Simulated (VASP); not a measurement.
# BaTe (P4mm) in VASP: further runs

Runs on BaTe. Level: PBE. Tasks: single point.

Everything below comes from runs of VASP 6.6.1. Logs are shortened: lines on timing, memory, paths and dates and some standing lists are left out, and cuts for length are marked.

## (1) The cell of the first run

Symmetry: P4mm, No. 99, tetragonal system. Conventional cell: a = 4.262 Å, b = 4.262 Å, c = 4.262 Å, α = 90.00°, β = 90.00°, γ = 90.00°. Ba (site symmetry 4mm) has 8 Te at 3.43 to 4.00 Å and 6 Ba at 4.26 Å within 4.5 Å. Within 4.5 Å of Te (site symmetry 4mm) lie 8 Ba at 3.43 to 4.00 Å and 6 Te at 4.26 Å.

## (2) Single point, PBE (all Ba atoms moved -0.500 Å, as atom 1 along Cartesian [0 1 0])

File INCAR:

```
PREC = Accurate
ENCUT = 520
EDIFF = 1E-6
ISMEAR = 0
SIGMA = 0.05
LREAL = F
LASPH = T
NELM = 100
ALGO = Normal
ISIF = 2
LWAVE = F
LCHARG = F
GGA = PE
NBANDS = 15
```

File KPOINTS:

```
regular mesh
0
Gamma
  6 6 6
```

File POSCAR:

```
BaTe
1.0
    4.2624660000      0.0000000000      0.0000000000
    0.0000000000      4.2624660000      0.0000000000
    0.0000000000      0.0000000000      4.2624660000
Ba Te
1 1
Direct
    0.0000000000     -0.1173029885      0.0000000000
    0.5000000000      0.5000000000      0.5000000000
```

Potentials or basis: VASP PAW PBE potentials, release 64 (Ba_sv, Te).

Started as:

```
cat potpaw_PBE.64/Ba_sv/POTCAR potpaw_PBE.64/Te/POTCAR > POTCAR
mpirun -np 1 vasp_std > vasp.out
```

OUTCAR:

```text
PREC = Accurate
   ENCUT = 520
   EDIFF = 1E-6
   ISMEAR = 0
   LREAL = F
   LASPH = T
   NELM = 100
   ISIF = 2
   GGA = PE

 ion  position               nearest neighbor table
   1  0.000  0.883  0.000-   2 3.43   2 3.43   2 3.43   2 3.43   2 4.00   2 4.00   2 4.00   2 4.00

   2  0.500  0.500  0.500-   1 3.43   1 3.43   1 3.43   1 3.43   1 4.00   1 4.00   1 4.00   1 4.00

  LATTYP: Found a simple cubic cell.
 ALAT       =     4.2624660000

  Lattice vectors:

 A1 = (   4.2624660000,   0.0000000000,   0.0000000000)
 A2 = (   0.0000000000,   4.2624660000,   0.0000000000)
 A3 = (   0.0000000000,   0.0000000000,   4.2624660000)

Analysis of symmetry for initial positions (statically):
=====================================================================
 Subroutine PRICEL returns:
 Original cell was already a primitive cell.

 Routine SETGRP: Setting up the symmetry group for a
 simple cubic supercell.

 Subroutine GETGRP returns: Found  8 space group operations
 (whereof  8 operations were pure point group operations)
 out of a pool of 48 trial point group operations.

The static configuration has the point symmetry C_4v.

Analysis of symmetry for dynamics (positions and initial velocities):
=====================================================================
 Subroutine PRICEL returns:
 Original cell was already a primitive cell.

 Routine SETGRP: Setting up the symmetry group for a
 simple cubic supercell.

 Subroutine GETGRP returns: Found  8 space group operations
 (whereof  8 operations were pure point group operations)
 out of a pool of 48 trial point group operations.

The dynamic configuration has the point symmetry C_4v.

 Subroutine INISYM returns: Found  8 space group operations
 (whereof  8 operations are pure point group operations),
 and found     1 'primitive' translations

----------------------------------------------------------------------------------------

                                     Primitive cell

  volume of cell :      77.4431

  direct lattice vectors                    reciprocal lattice vectors
     4.262466000  0.000000000  0.000000000     0.234605977  0.000000000  0.000000000
     0.000000000  4.262466000  0.000000000     0.000000000  0.234605977  0.000000000
     0.000000000  0.000000000  4.262466000     0.000000000  0.000000000  0.234605977

  length of vectors
     4.262466000  4.262466000  4.262466000     0.234605977  0.234605977  0.234605977

  position of ions in fractional coordinates (direct lattice)
     0.000000000  0.882697011  0.000000000
     0.500000000  0.500000000  0.500000000

  ion indices of the primitive-cell ions
   primitive index   ion index
                 1           1
                 2           2

----------------------------------------------------------------------------------------

 KPOINTS: regular mesh

Automatic generation of k-mesh.
 Grid dimensions read from file:
 generate k-points for:    6    6    6

 Generating k-lattice:

  Cartesian coordinates                     Fractional coordinates (reciprocal lattice)
     0.039100996  0.000000000  0.000000000     0.166666667  0.000000000  0.000000000
     0.000000000  0.039100996  0.000000000     0.000000000  0.166666667  0.000000000
     0.000000000  0.000000000  0.039100996     0.000000000  0.000000000  0.166666667

  Length of vectors
     0.039100996  0.039100996  0.039100996

  Shift w.r.t. Gamma in fractional coordinates (k-lattice)
     0.000000000  0.000000000  0.000000000

 Subroutine IBZKPT returns following result:
 ===========================================

 Found     40 irreducible k-points:

 Following reciprocal coordinates:
            Coordinates               Weight
  0.000000  0.000000  0.000000      1.000000
  0.166667  0.000000  0.000000      4.000000
  0.000000  0.166667  0.000000      2.000000
  0.333333  0.000000  0.000000      4.000000
  0.000000  0.333333  0.000000      2.000000
  0.500000  0.000000  0.000000      2.000000
[... 16 lines left out ...]
  0.166667  0.166667  0.166667      8.000000
  0.333333  0.166667  0.166667     16.000000
 [... further k-points ...]
   k-points           NKPTS =     40   k-points in BZ     NKDIM =     40   number of bands    NBANDS=     15
   number of dos      NEDOS =    301   number of ions     NIONS =      2
   total plane-waves  NPLWV =  32768
   dimension x,y,z NGX =    32 NGY =   32 NGZ =   32
   dimension x,y,z NGXF=    64 NGYF=   64 NGZF=   64
   ions per type =               1   1
   NGX,Y,Z   is equivalent  to a cutoff of  12.48, 12.48, 12.48 a.u.
   NGXF,Y,Z  is equivalent  to a cutoff of  24.96, 24.96, 24.96 a.u.
 SYSTEM =  unknown system
   PREC   = accura    normal or accurate (medium, high low for compatibility)
   ISTART =      0    job   : 0-new  1-cont  2-samecut
   ICHARG =      2    charge: 1-file 2-atom 10-const
   ISPIN  =      1    spin polarized calculation?
   LNONCOLLINEAR =      F non collinear calculations
   LSORBIT =      F    spin-orbit coupling
   LASPH  =      T    aspherical Exc in radial PAW
   ENCUT  =  520.0 eV  38.22 Ry    6.18 a.u.   7.93  7.93  7.93*2*pi/ulx,y,z
   NELM   =    100;   NELMIN=  2; NELMDL= -5     # of ELM steps
   EDIFF  = 0.1E-05   stopping-criterion for ELM
   LREAL  =      F    real-space projection
   EDIFFG = 0.1E-04   stopping-criterion for IOM
   NSW    =      0    number of steps for IOM
   IBRION =     -1    ionic relax: 0-MD 1-quasi-New 2-CG
   NFREE  =      0    steps in history (QN), initial steepest desc. (CG)
   ISIF   =      2    stress and relaxation
   ISYM   =      2    0-nonsym 1-usesym 2-fastsym
   POTIM  = 0.5000    time-step for ionic-motion
   TEBEG  =    0.0;   TEEND  =   0.0 temperature during run
   PSTRESS=    0.0 pullay stress
   NELECT =      16.0000    total number of electrons
   NUPDOWN=      -1.0000    fix difference up-down
   EMIN   =  10.00;   EMAX   =-10.00  energy-range for DOS
   EFERMI =   0.00;   METHOD = LEGACY
   ISMEAR =     0;   SIGMA  =   0.05  broadening in eV -4-tet -1-fermi 0-gaus
   EFERMI_NEDOS =   21; number of points for ismear=-14 and -15
   IALGO  =     38    algorithm
   IMIX   =      4    mixing-type and parameters
     AMIX     =   0.40;   BMIX     =  1.00
     AMIX_MAG =   1.60;   BMIX_MAG =  1.00
  volume/ion in A,a.u.               =      38.72       261.31
  Fermi-wavevector in a.u.,A,eV,Ry     =   0.967804  1.828884 12.743813  0.936644
  Thomas-Fermi vector in A             =   2.097720
   LORBIT       =      0    0 simple, 1 ext, 2 COOP (PROOUT), +10 PAW based schemes
   GGA     = PE    functional components
   LHFCALC =     F    Hartree Fock is set to
   AEXX    =    0.0000 exact exchange contribution
   IVDW    =     0    specifies the selected vdW correction
   LEPSILON=     F    determine dielectric tensor
   LRPA    =     F    only Hartree local field effects (RPA)
 non-spin polarized calculation
 Gauss-broadening in eV      SIGMA  =   0.05
  energy-cutoff  :      520.00
  volume of cell :       77.44
 maximum number of plane-waves:      2176
 NGX is ok and might be reduce to    32
   NGX = 15   NGY = 15   NGZ = 15

 number of electron      16.0000000 magnetization

 Free energy of the ion-electron system (eV)
  ---------------------------------------------------
  ext. energy  EPLUGINS =         0.00000000
  ---------------------------------------------------
  free energy    TOTEN  =        -8.15115715 eV

  energy without entropy =       -8.15115715  energy(sigma->0) =       -8.15115715

 E-fermi :   3.8904     XC(G=0):  -8.7406

 val. band max:        3.6073804683   @ k =   0.5000   0.0000   0.5000
 cond. band min:       4.5332543676   @ k =   0.0000   0.0000   0.0000
 fundamental gap:      0.9258738993
 Fermi energy:         3.8904112852

 k-point     1 :       0.0000    0.0000    0.0000
  band No.  band energies     occupation
      1     -24.2153      2.00000
      2      -9.3374      2.00000
      3      -9.2684      2.00000
      4      -9.2684      2.00000
      5      -6.5639      2.00000
      6       2.8014      2.00000
      7       3.3295      2.00000
      8       3.3295      2.00000
      9       4.5333      0.00000
     10       5.6177      0.00000
     11       6.1414      0.00000
     12       8.2156      0.00000
     13       8.5639      0.00000
     14       8.5639      0.00000
     15      11.4060      0.00000

 k-point     2 :       0.1667    0.0000    0.0000
  band No.  band energies     occupation
      1     -24.2084      2.00000
      2      -9.4640      2.00000
      3      -9.2997      2.00000
      4      -9.2539      2.00000
      5      -6.3621      2.00000
      6       2.1862      2.00000
      7       2.9627      2.00000
      8       3.1652      2.00000
      9       5.1339      0.00000
     10       5.6373      0.00000
     11       7.0539      0.00000
     12       8.1936      0.00000
     13       8.5678      0.00000
     14       8.8588      0.00000
     15      10.5532      0.00000

 k-point     3 :       0.0000    0.1667    0.0000
  band No.  band energies     occupation
      1     -24.2088      2.00000
      2      -9.4826      2.00000
      3      -9.2562      2.00000
      4      -9.2562      2.00000
      5      -6.3974      2.00000
      6       2.0659      2.00000
      7       3.2297      2.00000
      8       3.2297      2.00000
      9       4.6762      0.00000
     10       5.7818      0.00000
     11       7.4177      0.00000
     12       8.2949      0.00000
     13       8.5676      0.00000
     14       8.5676      0.00000
     15      11.0249      0.00000
[... 343 lines left out ...]
 k-point    23 :       0.1667    0.1667    0.1667
  band No.  band energies     occupation
      1     -24.1953      2.00000
      2      -9.5039      2.00000
      3      -9.3600      2.00000
      4      -9.3487      2.00000
      5      -6.1424      2.00000
      6       2.0502      2.00000
      7       2.4887      2.00000
      8       2.5119      2.00000
      9       5.8773      0.00000
     10       6.0232      0.00000
     11       7.4319      0.00000
     12       8.2196      0.00000
     13       8.2526      0.00000
     14       9.4666      0.00000
     15      11.5717      0.00000

 k-point    24 :       0.3333    0.1667    0.1667
  band No.  band energies     occupation
      1     -24.1819      2.00000
      2      -9.6803      2.00000
      3      -9.3756      2.00000
      4      -9.3222      2.00000
      5      -5.9567      2.00000
      6       1.2925      2.00000
      7       2.2430      2.00000
      8       2.8049      2.00000
      9       5.8074      0.00000
     10       6.8017      0.00000
     11       7.1848      0.00000
     12       8.2942      0.00000
     13       9.0045      0.00000
     14       9.4648      0.00000
     15      10.8303      0.00000

 [... further k-points ...]

------------------------ aborting loop because EDIFF is reached ----------------------------------------

  FORCE on cell =-STRESS in cart. coord.  units (eV):
  Direction    XX          YY          ZZ          XY          YZ          ZX
  --------------------------------------------------------------------------------------
  -------------------------------------------------------------------------------------
  Total        0.9987227      0.6893229      0.9987227      0.0000000      0.0000000     -0.0000000
  in kB       20.6620173     14.2610168     20.6620173      0.0000000      0.0000000     -0.0000000
  external PRESSURE =      18.5283504 kB  Pullay stress =       0.0000000 kB

 VOLUME and BASIS-vectors are now :
 -----------------------------------------------------------------------------
  energy-cutoff  :      520.00
  volume of cell :       77.44
      direct lattice vectors                 reciprocal lattice vectors
     4.262466000  0.000000000  0.000000000     0.234605977  0.000000000  0.000000000
     0.000000000  4.262466000  0.000000000     0.000000000  0.234605977  0.000000000
     0.000000000  0.000000000  4.262466000     0.000000000  0.000000000  0.234605977

 POSITION                                       TOTAL-FORCE (eV/Angst)
 -----------------------------------------------------------------------------------
      0.00000      3.76247      0.00000         0.000000      0.618653     -0.000000
      2.13123      2.13123      2.13123        -0.000000     -0.618653      0.000000
 -----------------------------------------------------------------------------------
    total drift:                                0.000000     -0.000445      0.000000

  FREE ENERGIE OF THE ION-ELECTRON SYSTEM (eV)
  ---------------------------------------------------
  free  energy   TOTEN  =        -8.1511571452 eV

  energy  without entropy=       -8.1511571452  energy(sigma->0) =       -8.15115715
```

Run time: 23 s. Hardware: 1 thread of Intel Xeon Platinum 8259CL at 2.50GHz (Skylake/Cascade Lake), shared host; peak memory 0.2 GiB.

Results:

- Free energy: -8.1512 eV
- Pressure: 1.9 GPa
- Largest force: 0.619 eV/Å
- Band gap on the k mesh: 0.93 eV, indirect (least direct gap 1.20 eV)

Forces on the atoms (eV/Å):
```
Ba   0.000  0.619  0.000
Te   0.000 -0.619  0.000
```

Caveat: the cell differs from its parent crystal (all Ba atoms moved -0.500 Å, as atom 1 along Cartesian [0 1 0]); spin-orbit coupling is left out, which moves the levels of the heavy elements. A k mesh can miss the band edges.

## (3) Single point, PBE (all Ba atoms moved +0.375 Å, as atom 1 along Cartesian [0 1 0])

File INCAR:

```
SYSTEM = BaTe
PREC = Accurate ; ENCUT = 520
EDIFF = 1E-7 ; ISMEAR = 0
SIGMA = 0.05 ; LREAL = .False.
LASPH = .True. ; NELM = 100
ALGO = Normal ; ISIF = 2
LWAVE = .False. ; LCHARG = .False.
GGA = PE ; NBANDS = 15
```

File KPOINTS:

```
regular mesh
0
Gamma
  6 6 6
  0 0 0
```

Changes to POSCAR since step 2:

```diff
@@ -8,3 +8,3 @@
 Direct
-    0.0000000000     -0.1173029885      0.0000000000
+    0.0000000000      0.0879772413      0.0000000000
     0.5000000000      0.5000000000      0.5000000000
```

Potentials or basis: VASP PAW PBE potentials, release 64 (Ba_sv, Te).

Started as:

```
cat potpaw_PBE.64/Ba_sv/POTCAR potpaw_PBE.64/Te/POTCAR > POTCAR
mpirun -np 1 vasp_std > vasp.out
```

OUTCAR:

```text
SYSTEM = BaTe
   PREC = Accurate
   ENCUT = 520
   EDIFF = 1E-7
   ISMEAR = 0
   LREAL = .False.
   LASPH = .True.
   NELM = 100
   ISIF = 2
   GGA = PE

 ion  position               nearest neighbor table
   1  0.000  0.088  0.000-   2 3.49   2 3.49   2 3.49   2 3.49   2 3.92   2 3.92   2 3.92   2 3.92

   2  0.500  0.500  0.500-   1 3.49   1 3.49   1 3.49   1 3.49   1 3.92   1 3.92   1 3.92   1 3.92

  LATTYP: Found a simple cubic cell.
 ALAT       =     4.2624660000

  Lattice vectors:

 A1 = (   4.2624660000,   0.0000000000,   0.0000000000)
[... 620 lines left out ...]

  FORCE on cell =-STRESS in cart. coord.  units (eV):
  Direction    XX          YY          ZZ          XY          YZ          ZX
  --------------------------------------------------------------------------------------
  -------------------------------------------------------------------------------------
  Total        0.5612271      0.4187844      0.5612271      0.0000000     -0.0000000      0.0000000
  in kB       11.6109141      8.6639965     11.6109141      0.0000000     -0.0000000      0.0000000
  external PRESSURE =      10.6286083 kB  Pullay stress =       0.0000000 kB

 VOLUME and BASIS-vectors are now :
 -----------------------------------------------------------------------------
  energy-cutoff  :      520.00
  volume of cell :       77.44
      direct lattice vectors                 reciprocal lattice vectors
     4.262466000  0.000000000  0.000000000     0.234605977  0.000000000  0.000000000
     0.000000000  4.262466000  0.000000000     0.000000000  0.234605977  0.000000000
     0.000000000  0.000000000  4.262466000     0.000000000  0.000000000  0.234605977

 POSITION                                       TOTAL-FORCE (eV/Angst)
 -----------------------------------------------------------------------------------
      0.00000      0.37500      0.00000         0.000000     -0.425314      0.000000
      2.13123      2.13123      2.13123         0.000000      0.425314     -0.000000
 -----------------------------------------------------------------------------------
    total drift:                                0.000000      0.000294     -0.000000

  FREE ENERGIE OF THE ION-ELECTRON SYSTEM (eV)
  ---------------------------------------------------
  free  energy   TOTEN  =        -8.2161318775 eV

  energy  without entropy=       -8.2161318775  energy(sigma->0) =       -8.21613188
```

It took 24 s on 1 thread of Intel Xeon Platinum 8259CL at 2.50GHz (Skylake/Cascade Lake), shared host; peak memory 0.2 GiB.

Results:

```
Free energy            : -8.2161 eV
Pressure               : 1.1 GPa
Largest force          : 0.425 eV/Å
Band gap on the k mesh : 0.88 eV, indirect (least direct gap 1.16 eV)
```

Forces on the atoms (eV/Å):
```
Ba   0.000 -0.425  0.000
Te   0.000  0.425  0.000
```

Stress tensor (GPa, compression positive):
```
1.16 0.00 0.00
0.00 0.87 0.00
0.00 0.00 1.16
```

Levels at points of the mesh, in eV from the valence-band top:
| k point | band 5 | band 6 | band 7 | band 8 | band 9 | band 10 | band 11 | band 12 |
| --- | --- | --- | --- | --- | --- | --- | --- | --- |
| (0.00, 0.00, 0.00) | -10.24 | -0.69 | -0.31 | -0.31 | 0.88 | 1.58 | 2.47 | 4.59 |
| (0.50, 0.00, 0.00) | -9.48 | -3.24 | -0.87 | -0.60 | 1.65 | 3.95 | 4.93 | 5.02 |
| (0.00, 0.50, 0.00) | -9.55 | -3.22 | -0.75 | -0.75 | 1.63 | 4.96 | 5.04 | 5.11 |
| (0.50, 0.50, 0.00) | -9.65 | -2.00 | -1.93 | -0.13 | 1.23 | 2.67 | 3.06 | 3.36 |
| (0.50, 0.00, 0.50) | -9.75 | -1.93 | -1.93 | 0.00 | 1.16 | 3.03 | 3.16 | 3.16 |
| (0.50, 0.50, 0.50) | -9.39 | -2.73 | -2.73 | -2.71 | 4.52 | 4.52 | 4.94 | 6.45 |

Caveat: the cell differs from its parent crystal (all Ba atoms moved +0.375 Å, as atom 1 along Cartesian [0 1 0]); spin-orbit coupling is left out, which moves the levels of the heavy elements.

## (4) Single point, PBE (all Ba atoms moved -0.250 Å, as atom 1 along Cartesian [0 1 0])

File INCAR:

```
SYSTEM = BaTe
ALGO = Normal ; EDIFF = 1E-7
ENCUT = 520 ; GGA = PE
ISIF = 2 ; ISMEAR = 0
LASPH = .TRUE. ; LCHARG = .TRUE.
LELF = .TRUE. ; LREAL = .FALSE.
LVHAR = .TRUE. ; LWAVE = .FALSE.
NBANDS = 15 ; NELM = 80
PREC = Accurate ; SIGMA = 0.05
```

File KPOINTS:

```
k-points
0
G
  6 6 6
  0 0 0
```

Changes to POSCAR since step 3:

```diff
@@ -8,3 +8,3 @@
 Direct
-    0.0000000000      0.0879772413      0.0000000000
+    0.0000000000     -0.0586514942      0.0000000000
     0.5000000000      0.5000000000      0.5000000000
```

Started as:

```
cat potpaw_PBE.64/Ba_sv/POTCAR potpaw_PBE.64/Te/POTCAR > POTCAR
mpirun -np 1 vasp_std > vasp.out
```

It took 25 s on 1 thread of Intel Xeon Platinum 8259CL at 2.50GHz (Skylake/Cascade Lake), shared host; peak memory 0.2 GiB.

Results (log left out):

```yaml
Free_energy: -8.2584 eV
Pressure: 0.5 GPa
Largest_force: 0.257 eV/Å
Band_gap_on_the_k_mesh: 0.84 eV, indirect (least direct gap 1.07 eV)
```

Forces in eV/Å, atoms in the order of the input:
```
Ba   0.000  0.257  0.000
Te   0.000 -0.257  0.000
```

Stress tensor (GPa, compression positive):
```
0.54 0.00 0.00
0.00 0.42 0.00
0.00 0.00 0.54
```

Levels at points of the mesh, in eV from the valence-band top:
```csv
k point,band 6,band 7,band 8,band 9,band 10,band 11
"(0.00, 0.00, 0.00)",-0.55,-0.34,-0.34,0.84,1.19,2.42
"(0.50, 0.00, 0.00)",-3.31,-0.86,-0.74,1.62,4.28,4.92
"(0.00, 0.50, 0.00)",-3.30,-0.81,-0.81,1.61,4.95,4.96
"(0.50, 0.50, 0.00)",-2.02,-1.99,-0.06,1.10,2.59,2.98
"(0.50, 0.00, 0.50)",-1.99,-1.99,0.00,1.07,2.76,3.03
"(0.50, 0.50, 0.50)",-2.81,-2.81,-2.81,4.63,4.63,4.84
```

Caveat: the cell differs from its parent crystal (all Ba atoms moved -0.250 Å, as atom 1 along Cartesian [0 1 0]); spin-orbit coupling is left out, which moves the levels of the heavy elements.
